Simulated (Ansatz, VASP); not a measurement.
## Two plane-wave programs on LiF

```xyz
4
Lattice="3.0933 0.0000 0.0000 -1.5466 2.6789 0.0000 0.0000 0.0000 5.0059" Properties=species:S:1:pos:R:3 pbc="T T T"
Li    0.0000    1.7859    1.8565
Li    1.5466    0.8930    4.3595
F     0.0000    1.7859    4.9755
F     1.5466    0.8930    2.4725
```

Alike in both runs: task single point; functional PBE; k mesh 9 × 9 × 6; occupations gaussian, width 0.05 eV; no spin polarisation.

|  | VASP | Ansatz |
| --- | --- | --- |
| version | VASP 6.6.1 | Ansatz 0.2.0 |
| potentials or method | VASP PAW PBE potentials, release 64 (Li_sv, F), cutoff 520 eV | scalar-relativistic, plane waves, PAW |
| valence electrons in the cell | 20 | 20 |

```tsv
	VASP	Ansatz	Ansatz less VASP
gap on the k mesh at the Fermi level (eV)	7.67	7.68	+0.011
least direct gap on the mesh (eV)	7.67	7.68	+0.011
rms of the force components (eV/Å)	0.027	0.026	-0.0007
```

Atom by atom the forces differ by 0.001 eV/Å (rms over components). With one functional, cell and mesh, what is left measures potentials, basis and numerics.

Noted on VASP's run: the cutoff is short for stress, so the pressure is rough.
